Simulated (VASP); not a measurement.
Te2Mo:

```
Te Mo
1.0
     3.51820    0.00000    0.00000
    -1.75910    3.04685    0.00000
     0.00000    0.00000   13.97360
Te Mo
4 2
Direct
  0.33333 0.66667 0.62100
  0.66667 0.33333 0.12100
  0.33333 0.66667 0.87900
  0.66667 0.33333 0.37900
  0.33333 0.66667 0.25000
  0.66667 0.33333 0.75000
```

```yaml
Program: VASP 6.6.1
Task: relaxation of cell and atoms
Functional: PBE
Dispersion: D3(BJ)
Potentials_or_basis: VASP PAW PBE potentials, release 64 (Te, Mo_sv)
Cutoff: 600 eV
k_mesh: 9 × 9 × 2
Occupations: gaussian, width 0.02 eV
Spin: no spin polarisation
```

At the start: pressure -0.5 GPa; volume 24.96 Å³/atom.

**Question.** Where does the relaxation end?

**Answer.** Over 13 steps the energy falls by 4.2 meV/atom and the volume is 24.14 Å³/atom (-3.3 %); space group P6_3/mmc (No. 194, to 0.05 Å).

The path:
```
step  energy change (eV)  largest force (eV/Å)  pressure (GPa)  volume (Å³)
   1              0.0000                0.1798           -0.54       149.79
   2             -0.0099                0.1680            0.08       147.97
   3             -0.0110                0.1632            0.36       147.20
   4             -0.0140                0.0497           -0.58       147.35
   5             -0.0144                0.0049           -0.34       147.31
   6             -0.0195                0.0037           -0.26       146.60
   7             -0.0252                0.0009           -0.02       145.03
   8             -0.0254                0.0029            0.04       144.73
   9             -0.0254                0.0026            0.03       144.78
  10             -0.0254                0.0041           -0.02       144.89
  11             -0.0254                0.0040           -0.02       144.87
  12             -0.0254                0.0057            0.02       144.85
  13             -0.0254                0.0017            0.01       144.86
```

Final structure:
```
Te Mo
1.0
     3.49513    0.00000    0.00000
    -1.74757    3.02688    0.00000
     0.00000    0.00000   13.69274
Te Mo
4 2
Direct
  0.33333 0.66667 0.61721
  0.66667 0.33333 0.11721
  0.33333 0.66667 0.88279
  0.66667 0.33333 0.38279
  0.33333 0.66667 0.25000
  0.66667 0.33333 0.75000
```
